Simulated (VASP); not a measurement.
Set up this calculation in VASP 6.6.1, as the native input.

| Property | Result |
| --- | --- |
| Task | single point |
| Functional | PBE |
| Potentials or basis | VASP PAW PBE potentials, release 64 (Cu) |
| Cutoff | 520 eV |
| k mesh | 9 × 9 × 9 |
| Occupations | fermi-dirac, width 0.136057 eV |
| Spin | no spin polarisation |
| Dipole correction | no |
| Further INCAR settings | ALGO = Normal; EDIFF = 1e-07; NBANDS = 18 |

The structure of Cu lies in POSCAR:

```
Cu
1.0
    0.0000000000      2.6749861705      2.6749861705
    2.6749861705      0.0000000000      2.6749861705
    2.6749861705      2.6749861705      0.0000000000
Cu
2
Direct
    0.0000000000      0.0000000000      0.0000000000
    0.2500000000      0.2500000000      0.2500000000
```

The input as run:

INCAR

```
  PREC = Accurate
  ENCUT = 520
  EDIFF = 1E-7
  ISMEAR = -1
  SIGMA = 0.13605693000000002
  LREAL = False
  LASPH = True
  NELM = 80
  ALGO = Normal
  ISIF = 2
  LWAVE = False
  LCHARG = False
  GGA = PE
  NBANDS = 18
```

KPOINTS

```
Automatic mesh
0
Gamma
  9 9 9
```

Potentials or basis: VASP PAW PBE potentials, release 64 (Cu).

Run with:

```bash
$ cat potpaw_PBE.64/Cu/POTCAR > POTCAR
$ mpirun -np 1 vasp_std > vasp.out
```

Results of the run:

- Pressure: 0.3 GPa
- Band gap on the k mesh: zero (band 11 reaches 3.13 eV, above the bottom of band 12 at 2.48 eV)

It took 22 s on 1 thread of AMD EPYC 7R43 64-Core Processor (Zen 3), with other jobs on the host, peak memory 0.12 GiB.
